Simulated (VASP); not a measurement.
**BeAl3: single point with revPBE**

BeAl3:

```
Al Be
1.0
    -1.94219    1.94219    3.85189
     1.94219   -1.94219    3.85189
     1.94219    1.94219   -3.85189
Al Be
3 1
Cartesian
  0.0000 0.0000 3.8519
  1.9422 0.0000 1.9259
  0.0000 1.9422 1.9259
  0.0000 0.0000 0.0000
```

* Program: VASP 6.6.1
* Task: single point
* Functional: revPBE
* Potentials or basis: VASP PAW PBE potentials, release 64 (Al, Be)
* Cutoff: 520 eV
* k mesh: 6 × 6 × 6
* Occupations: fermi-dirac, width 0.05 eV
* Spin: no spin polarisation
* Dipole correction: no
* Further INCAR settings: ALGO = Fast; EDIFF = 1e-06; NBANDS = 14

* Pressure: 1.8 GPa

Stress tensor (GPa, compression positive):
```
 2.93  0.00  0.00
 0.00  2.93  0.00
 0.00  0.00 -0.44
```

Levels at points of the mesh, in eV from the Fermi level:
```tsv
k point	band 3	band 4	band 5	band 6	band 7	band 8
(0.00, 0.00, 0.00)	-0.50	-0.40	-0.40	-0.31	-0.31	0.32
(0.50, 0.00, 0.00)	-3.52	-3.35	0.05	0.31	1.78	2.58
(0.50, 0.50, 0.00)	-4.58	-4.29	-3.87	-3.12	1.65	2.35
(0.50, 0.50, 0.50)	-2.65	-2.65	-0.69	-0.67	5.83	6.27
```

It took 51 s on 1 thread of AMD EPYC 7R43 64-Core Processor (Zen 3), on a shared host, peak memory 0.16 GiB.

Caveat: the k points lie up to 0.38 Å⁻¹ apart; the PAW data sets were made with another functional, which shifts forces and pressure a little.
